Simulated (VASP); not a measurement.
# SnO2 in VASP: notebook

The runs below take SnO2 through electric field gradients, with LDA.

Everything below comes from runs of VASP 6.6.1. Logs are shortened: lines on timing, memory, paths and dates and some standing lists are left out, and cuts for length are marked.

### Step 1. The cell of the first run

The structure is monoclinic, space group C2/m (No. 12). The conventional cell has a = 6.666 Å, b = 6.733 Å, c = 3.186 Å, α = 90.00°, β = 90.81°, γ = 90.00°. Within 2.7 Å of Sn (site symmetry 2/m) lie 6 O at 2.04 to 2.06 Å. Sn (site symmetry 2/m) has 6 O at 2.04 to 2.07 Å within 2.7 Å. O (site symmetry m) has 3 Sn at 2.04 to 2.07 Å and 1 O at 2.59 Å within 2.7 Å. O (site symmetry 2) has 3 Sn at 2.06 Å and 1 O at 2.62 Å within 2.7 Å.

### Step 2. Electric field gradients, LDA (equal xy, yz and zx shear strains of -1 %)

The input, INCAR:

```
PREC = Accurate
ENCUT = 520
EDIFF = 1E-8
ISMEAR = -1
SIGMA = 0.03
LREAL = False
LASPH = True
NELM = 60
ALGO = Normal
ISIF = 2
LWAVE = False
LCHARG = False
LEFG = True
NBANDS = 35
```

The input, KPOINTS:

```
Automatic mesh
0
Gamma
  4 4 6
```

The input, POSCAR:

```
SnO2
1.0
    4.7373500000     -0.0236867500     -0.0236867500
   -0.0236867500      4.7373500000     -0.0236867500
   -0.0159320000     -0.0159320000      3.1864000000
Sn O
2 4
Direct
    0.0000000000      0.0000000000      0.0000000000
    0.5000000000      0.5000000000      0.5000000000
    0.3056200000      0.3056200000      0.0000000000
    0.1943800000      0.8056200000      0.5000000000
    0.6943800000      0.6943800000      0.0000000000
    0.8056200000      0.1943800000      0.5000000000
```

Potentials or basis: VASP PAW LDA potentials, release 64 (Sn_d, O).

On the command line:

```sh
> cat potpaw_LDA.64/Sn_d/POTCAR potpaw_LDA.64/O/POTCAR > POTCAR
> mpirun -np 1 vasp_std > vasp.out
```

OUTCAR:

```text
PREC = Accurate
   ENCUT = 520
   EDIFF = 1E-8
   ISMEAR = -1
   LREAL = False
   LASPH = True
   NELM = 60
   ISIF = 2

 ion  position               nearest neighbor table
   1  0.000  0.000  0.000-   3 2.04   5 2.04   4 2.06   6 2.06   4 2.06   6 2.06   2 3.67   2 3.67
                             2 3.71   2 3.71   2 3.72   2 3.72   2 3.72   2 3.72
   2  0.500  0.500  0.500-   5 2.04   3 2.04   6 2.06   4 2.06   3 2.07   5 2.07   1 3.67   1 3.67
                             1 3.71   1 3.71   1 3.72   1 3.72   1 3.72   1 3.72
   3  0.306  0.306  0.000-   1 2.04   2 2.04   2 2.07
   4  0.194  0.806  0.500-   2 2.06   1 2.06   1 2.06
   5  0.694  0.694  0.000-   1 2.04   2 2.04   2 2.07
   6  0.806  0.194  0.500-   2 2.06   1 2.06   1 2.06

  LATTYP: Found a base centered monoclinic cell.
 ALAT       =     9.1569377437
 B/A-ratio  =     0.7353028852
 C/A-ratio  =     0.3479852925
 COS(beta)  =    -0.6856496925

  Lattice vectors:

 A1 = (  -4.7214180000,   0.0396187500,  -3.1627132500)
 A2 = (   0.0396187500,  -4.7214180000,  -3.1627132500)
 A3 = (  -0.0159320000,  -0.0159320000,   3.1864000000)

Analysis of symmetry for initial positions (statically):
=====================================================================
 Subroutine PRICEL returns:
 Original cell was already a primitive cell.

 Routine SETGRP: Setting up the symmetry group for a
 base centered monoclinic supercell.

 Subroutine GETGRP returns: Found  4 space group operations
 (whereof  4 operations were pure point group operations)
 out of a pool of  4 trial point group operations.

The static configuration has the point symmetry C_2h.

Analysis of symmetry for dynamics (positions and initial velocities):
=====================================================================
 Subroutine PRICEL returns:
 Original cell was already a primitive cell.

 Routine SETGRP: Setting up the symmetry group for a
 base centered monoclinic supercell.

 Subroutine GETGRP returns: Found  4 space group operations
 (whereof  4 operations were pure point group operations)
 out of a pool of  4 trial point group operations.

The dynamic configuration has the point symmetry C_2h.

 Subroutine INISYM returns: Found  4 space group operations
 (whereof  4 operations are pure point group operations),
 and found     1 'primitive' translations

----------------------------------------------------------------------------------------

                                     Primitive cell

  volume of cell :      71.5054

  direct lattice vectors                    reciprocal lattice vectors
     4.737350000 -0.023686750 -0.023686750     0.211099086  0.001060799  0.001060799
    -0.023686750  4.737350000 -0.023686750     0.001060799  0.211099086  0.001060799
    -0.015932000 -0.015932000  3.186400000     0.001577133  0.001577133  0.313849565

  length of vectors
     4.737468432  4.737468432  3.186479659     0.211104416  0.211104416  0.313857490

  position of ions in fractional coordinates (direct lattice)
     0.000000000  0.000000000  0.000000000
     0.500000000  0.500000000  0.500000000
     0.305620000  0.305620000  0.000000000
     0.194380000  0.805620000  0.500000000
     0.694380000  0.694380000  0.000000000
     0.805620000  0.194380000  0.500000000

  ion indices of the primitive-cell ions
   primitive index   ion index
                 1           1
                 2           2
                 3           3
                 4           4
                 5           5
                 6           6

----------------------------------------------------------------------------------------

 KPOINTS: Automatic mesh

Automatic generation of k-mesh.
 Grid dimensions read from file:
 generate k-points for:    4    4    6

 Generating k-lattice:

[... 51 lines left out ...]
 SYSTEM =  unknown system
   PREC   = accura    normal or accurate (medium, high low for compatibility)
   ISTART =      0    job   : 0-new  1-cont  2-samecut
   ICHARG =      2    charge: 1-file 2-atom 10-const
   ISPIN  =      1    spin polarized calculation?
   LNONCOLLINEAR =      F non collinear calculations
   LSORBIT =      F    spin-orbit coupling
   LASPH  =      T    aspherical Exc in radial PAW
   ENCUT  =  520.0 eV  38.22 Ry    6.18 a.u.   8.81  8.81  5.92*2*pi/ulx,y,z
   NELM   =     60;   NELMIN=  2; NELMDL= -5     # of ELM steps
   EDIFF  = 0.1E-07   stopping-criterion for ELM
   LREAL  =      F    real-space projection
   EDIFFG = 0.1E-06   stopping-criterion for IOM
   NSW    =      0    number of steps for IOM
   IBRION =     -1    ionic relax: 0-MD 1-quasi-New 2-CG
   NFREE  =      0    steps in history (QN), initial steepest desc. (CG)
   ISIF   =      2    stress and relaxation
   ISYM   =      2    0-nonsym 1-usesym 2-fastsym
   POTIM  = 0.5000    time-step for ionic-motion
   TEBEG  =    0.0;   TEEND  =   0.0 temperature during run
   PSTRESS=    0.0 pullay stress
   NELECT =      52.0000    total number of electrons
   NUPDOWN=      -1.0000    fix difference up-down
   EMIN   =  10.00;   EMAX   =-10.00  energy-range for DOS
   EFERMI =   0.00;   METHOD = LEGACY
   ISMEAR =    -1;   SIGMA  =   0.03  broadening in eV -4-tet -1-fermi 0-gaus
   EFERMI_NEDOS =   21; number of points for ismear=-14 and -15
   IALGO  =     38    algorithm
   IMIX   =      4    mixing-type and parameters
     AMIX     =   0.40;   BMIX     =  1.00
     AMIX_MAG =   1.60;   BMIX_MAG =  1.00
  volume/ion in A,a.u.               =      11.92        80.42
  Fermi-wavevector in a.u.,A,eV,Ry     =   1.472187  2.782031 29.488393  2.167336
  Thomas-Fermi vector in A             =   2.587232
   LORBIT       =      0    0 simple, 1 ext, 2 COOP (PROOUT), +10 PAW based schemes
   GGA     = CA    functional components
   LHFCALC =     F    Hartree Fock is set to
   AEXX    =    0.0000 exact exchange contribution
   IVDW    =     0    specifies the selected vdW correction
   LEPSILON=     F    determine dielectric tensor
   LRPA    =     F    only Hartree local field effects (RPA)
 non-spin polarized calculation
  energy-cutoff  :      520.00
  volume of cell :       71.51
 maximum number of plane-waves:      1952
   NGX = 17   NGY = 17   NGZ = 11

 number of electron      51.9999990 magnetization

 Free energy of the ion-electron system (eV)
  ---------------------------------------------------
  ext. energy  EPLUGINS =         0.00000000
  ---------------------------------------------------
  free energy    TOTEN  =       -42.26950581 eV

  energy without entropy =      -42.26950581  energy(sigma->0) =      -42.26950581

 E-fermi :   6.4572     XC(G=0): -11.8036

 val. band max:        5.8773532928   @ k =   0.0000   0.0000   0.0000
 cond. band min:       7.0175278489   @ k =   0.0000   0.0000   0.0000
 fundamental gap:      1.1401745561
 Fermi energy:         6.4572326122

 k-point     1 :       0.0000    0.0000    0.0000
  band No.  band energies     occupation
      1     -15.1450      2.00000
      2     -14.3740      2.00000
      3     -14.1130      2.00000
      4     -14.1050      2.00000
      5     -14.0550      2.00000
      6     -14.0000      2.00000
[... 901 lines left out ...]
     34      17.7291      0.00000
     35      18.2345      0.00000

 [... further k-points ...]
[... 5 lines left out ...]
  --------------------------------------------------------------------------------------
  -------------------------------------------------------------------------------------
  Total       -0.1068783     -0.1068783      0.3456829      0.9300093      0.5210952      0.5210951
  in kB       -2.3947565     -2.3947565      7.7455083     20.8381578     11.6758652     11.6758635
  external PRESSURE =       0.9853317 kB  Pullay stress =       0.0000000 kB

 VOLUME and BASIS-vectors are now :
 -----------------------------------------------------------------------------
  energy-cutoff  :      520.00
  volume of cell :       71.51
      direct lattice vectors                 reciprocal lattice vectors
     4.737350000 -0.023686750 -0.023686750     0.211099086  0.001060799  0.001060799
    -0.023686750  4.737350000 -0.023686750     0.001060799  0.211099086  0.001060799
    -0.015932000 -0.015932000  3.186400000     0.001577133  0.001577133  0.313849565

 POSITION                                       TOTAL-FORCE (eV/Angst)
 -----------------------------------------------------------------------------------
      0.00000      0.00000      0.00000        -0.000000      0.000000      0.000000
      2.34887      2.34887      1.56951        -0.000000      0.000000      0.000000
      1.44059      1.44059     -0.01448         0.055546      0.055546     -0.116313
      0.89380      3.80393      1.56951        -0.012303      0.012303     -0.000000
      3.27307      3.27307     -0.03290        -0.055546     -0.055546      0.116313
      3.80393      0.89380      1.56951         0.012303     -0.012303     -0.000000
 -----------------------------------------------------------------------------------
    total drift:                                0.000000      0.000000      0.000000

  FREE ENERGIE OF THE ION-ELECTRON SYSTEM (eV)
  ---------------------------------------------------
  free  energy   TOTEN  =       -42.2695058145 eV

  energy  without entropy=      -42.2695058143  energy(sigma->0) =      -42.26950581

 Electric field gradients (V/A^2)
---------------------------------------------------------------------
 ion       V_xx      V_yy      V_zz      V_xy      V_xz      V_yz
---------------------------------------------------------------------
   1      21.142    21.142   -42.283   -40.381     2.610     2.610
   2      28.836    28.836   -57.671    25.169   -17.497   -17.497
   3     -23.777   -23.777    47.554    81.620     0.161     0.161
   4     -22.636   -22.636    45.271   -82.693    -1.950    -1.950
   5     -23.777   -23.777    47.554    81.620     0.161     0.161
   6     -22.636   -22.636    45.271   -82.693    -1.950    -1.950
---------------------------------------------------------------------

 Electric field gradients after diagonalization (V/A^2)
 (convention: |V_zz| > |V_xx| > |V_yy|)
----------------------------------------------------------------------
 ion       V_xx      V_yy      V_zz     asymmetry (V_yy - V_xx)/ V_zz
----------------------------------------------------------------------
   1     -42.860   -18.663    61.523       0.393
   2      59.242     3.667   -62.908       0.883
   3      57.848    47.549  -105.397       0.098
   4      60.058    45.322  -105.379       0.140
   5      57.848    47.549  -105.397       0.098
   6      60.058    45.322  -105.379       0.140
----------------------------------------------------------------------

           NMR quadrupolar parameters

 Cq : quadrupolar parameter    Cq=e*Q*V_zz/h
 eta: asymmetry parameters     (V_yy - V_xx)/ V_zz
 Q  : nuclear electric quadrupole moment in mb (millibarn)
----------------------------------------------------------------------
 ion       Cq(MHz)       eta       Q (mb)
----------------------------------------------------------------------
   1       0.149       0.393       1.000
   2      -0.152       0.883       1.000
   3      -0.255       0.098       1.000
   4      -0.255       0.140       1.000
   5      -0.255       0.098       1.000
   6      -0.255       0.140       1.000
----------------------------------------------------------------------
```

Wall time 65 s (1 thread of Intel Xeon Platinum 8259CL at 2.50GHz (Skylake/Cascade Lake), shared host); peak memory 0.19 GiB.

Results:

| Item | Value |
| --- | --- |
| Free energy | -42.2695 eV |
| Pressure | 0.1 GPa |
| Largest force | 0.140 eV/Å |
| Band gap on the k mesh | 1.14 eV, direct |

Forces on the atoms (eV/Å):
```
Sn   0.000  0.000  0.000
Sn   0.000  0.000  0.000
O    0.056  0.056 -0.116
O   -0.012  0.012  0.000
O   -0.056 -0.056  0.116
O    0.012 -0.012  0.000
```

Stress tensor (GPa, compression positive):
```
-0.24  2.08  1.17
 2.08 -0.24  1.17
 1.17  1.17  0.77
```

Electric field gradients, principal values (V/Å²):
```
atom    least   middle  greatest (by size)
1 Sn  -18.663  -42.860              61.523
2 Sn    3.667   59.242             -62.908
 3 O   47.549   57.848            -105.397
 4 O   45.322   60.058            -105.379
 5 O   47.549   57.848            -105.397
 6 O   45.322   60.058            -105.379
```

Caveat: the cell differs from its parent crystal (equal xy, yz and zx shear strains of -1 %); without QUAD_EFG the Cq values of the log hold for a quadrupole moment of 1 mb, not for the nuclei; spin-orbit coupling is left out, which moves the levels of the heavy elements.

### Step 3. Electric field gradients, LDA (equal xy, yz and zx shear strains of +2 %)

INCAR: that of step 2 with these lines changed.

```diff
@@ -7,3 +7,3 @@
 LASPH = True
-NELM = 60
+NELM = 80
 ALGO = Normal
@@ -12,2 +12,3 @@
 LCHARG = False
+GGA = CA
 LEFG = True
```

The input, KPOINTS:

```
regular mesh
0
Gamma
  4 4 6
```

POSCAR: that of step 2 with these lines changed.

```diff
@@ -2,5 +2,5 @@
 1.0
-    4.7373500000     -0.0236867500     -0.0236867500
-   -0.0236867500      4.7373500000     -0.0236867500
-   -0.0159320000     -0.0159320000      3.1864000000
+    4.7373500000      0.0473735000      0.0473735000
+    0.0473735000      4.7373500000      0.0473735000
+    0.0318640000      0.0318640000      3.1864000000
 Sn O
```

Potentials or basis: VASP PAW LDA potentials, release 64 (Sn_d, O).

On the command line:

```sh
> cat potpaw_LDA.64/Sn_d/POTCAR potpaw_LDA.64/O/POTCAR > POTCAR
> mpirun -np 1 vasp_std > vasp.out
```

OUTCAR:

```text
PREC = Accurate
   ENCUT = 520
   EDIFF = 1E-8
   ISMEAR = -1
   LREAL = False
   LASPH = True
   NELM = 80
   ISIF = 2
   GGA = CA

 ion  position               nearest neighbor table
   1  0.000  0.000  0.000-   4 2.05   6 2.05   4 2.05   6 2.05   5 2.07   3 2.07   2 3.68   2 3.68
                             2 3.68   2 3.68   2 3.70   2 3.70
   2  0.500  0.500  0.500-   4 2.03   6 2.03   3 2.04   5 2.04   3 2.09   5 2.09   1 3.68   1 3.68
                             1 3.68   1 3.68   1 3.70   1 3.70
   3  0.306  0.306  0.000-   2 2.04   1 2.07   2 2.09
   4  0.194  0.806  0.500-   2 2.03   1 2.05   1 2.05
   5  0.694  0.694  0.000-   2 2.04   1 2.07   2 2.09
   6  0.806  0.194  0.500-   2 2.03   1 2.05   1 2.05

  LATTYP: Found a base centered monoclinic cell.
 ALAT       =     6.7672841626
 B/A-ratio  =     0.9801019455
 C/A-ratio  =     0.4709006667
[... 1155 lines left out ...]
   6     -24.364   -24.364    48.728   -80.883     3.872     3.872
---------------------------------------------------------------------

 Electric field gradients after diagonalization (V/A^2)
 (convention: |V_zz| > |V_xx| > |V_yy|)
----------------------------------------------------------------------
 ion       V_xx      V_yy      V_zz     asymmetry (V_yy - V_xx)/ V_zz
----------------------------------------------------------------------
   1      50.148    15.472   -65.620       0.528
   2     -54.777   -30.630    85.407       0.283
   3      61.201    44.155  -105.356       0.162
   4      56.519    48.922  -105.441       0.072
   5      61.201    44.155  -105.356       0.162
   6      56.519    48.922  -105.441       0.072
----------------------------------------------------------------------

           NMR quadrupolar parameters

 Cq : quadrupolar parameter    Cq=e*Q*V_zz/h
 eta: asymmetry parameters     (V_yy - V_xx)/ V_zz
 Q  : nuclear electric quadrupole moment in mb (millibarn)
----------------------------------------------------------------------
 ion       Cq(MHz)       eta       Q (mb)
----------------------------------------------------------------------
   1      -0.159       0.528       1.000
   2       0.207       0.283       1.000
   3      -0.255       0.162       1.000
   4      -0.255       0.072       1.000
   5      -0.255       0.162       1.000
   6      -0.255       0.072       1.000
----------------------------------------------------------------------
```

OSZICAR:

```text
N       E                     dE             d eps       ncg     rms          rms(c)
DAV:   1     0.639907666645E+03    0.63991E+03   -0.25503E+04  2590   0.232E+03
DAV:   2     0.507339331171E+02   -0.58917E+03   -0.55408E+03  2540   0.603E+02
DAV:   3    -0.434879543270E+02   -0.94222E+02   -0.92745E+02  2589   0.207E+02
DAV:   4    -0.482844232880E+02   -0.47965E+01   -0.47591E+01  2987   0.501E+01
DAV:   5    -0.484121617058E+02   -0.12774E+00   -0.12750E+00  2937   0.864E+00    0.158E+01
DAV:   6    -0.423098593702E+02    0.61023E+01   -0.16857E+01  3695   0.644E+01    0.642E+00
DAV:   7    -0.423354101503E+02   -0.25551E-01   -0.19677E+00  2770   0.792E+00    0.320E+00
DAV:   8    -0.422555145322E+02    0.79896E-01   -0.21164E-01  3695   0.419E+00    0.726E-01
DAV:   9    -0.422408502503E+02    0.14664E-01   -0.30859E-02  3853   0.295E+00    0.124E-01
DAV:  10    -0.422410467516E+02   -0.19650E-03   -0.33705E-03  2680   0.379E-01    0.875E-02
DAV:  11    -0.422410335557E+02    0.13196E-04   -0.31227E-04  3538   0.126E-01    0.229E-02
DAV:  12    -0.422410319027E+02    0.16530E-05   -0.40412E-05  3557   0.703E-02    0.915E-03
DAV:  13    -0.422410312717E+02    0.63099E-06   -0.30944E-06  3685   0.236E-02    0.418E-03
DAV:  14    -0.422410309928E+02    0.27894E-06   -0.11158E-06  3822   0.120E-02    0.578E-04
DAV:  15    -0.422410310062E+02   -0.13370E-07   -0.15380E-07  2893   0.244E-03    0.653E-04
DAV:  16    -0.422410310058E+02    0.39836E-09   -0.25680E-09  1646   0.528E-04
   1 F= -.42241031E+02 E0= -.42241031E+02  d E =-.139134E-09
```

stdout:

```text
POSCAR found type information on POSCAR SnO
 POSCAR found :  2 types and       6 ions
 scaLAPACK will be used
 LDA part: xc-table for (Slater(with rela. corr.)+CA(PZ))
 , standard interpolation
 POSCAR, INCAR and KPOINTS ok, starting setup
 FFT: planning ... GRIDC
 FFT: planning ... GRID_SOFT
 FFT: planning ... GRID
 WAVECAR not read
 entering main loop
ion   1

ion   2

ion   3

ion   4

ion   5

ion   6
```

Run time: 66 s. Hardware: 1 thread of Intel Xeon Platinum 8259CL at 2.50GHz (Skylake/Cascade Lake), shared host; peak memory 0.19 GiB.

What came out:

```yaml
Free_energy: -42.2410 eV
Pressure: 0.3 GPa
Largest_force: 0.217 eV/Å
Band_gap_on_the_k_mesh: 1.14 eV, direct
```

Forces in eV/Å, atoms in the order of the input:
```
Sn   0.000  0.000  0.000
Sn   0.000  0.000  0.000
O   -0.027 -0.027  0.214
O   -0.093  0.093  0.000
O    0.027  0.027 -0.214
O    0.093 -0.093  0.000
```

Electric field gradients, principal values (V/Å²):
| atom | least | middle | greatest (by size) |
| --- | --- | --- | --- |
| 1 Sn | 15.472 | 50.148 | -65.620 |
| 2 Sn | -30.630 | -54.777 | 85.407 |
| 3 O | 44.155 | 61.201 | -105.356 |
| 4 O | 48.922 | 56.519 | -105.441 |
| 5 O | 44.155 | 61.201 | -105.356 |
| 6 O | 48.922 | 56.519 | -105.441 |

Caveat: the cell differs from its parent crystal (equal xy, yz and zx shear strains of +2 %); without QUAD_EFG the Cq values of the log hold for a quadrupole moment of 1 mb, not for the nuclei; spin-orbit coupling is left out, which moves the levels of the heavy elements.

(Part 1 of 2 ends here.)
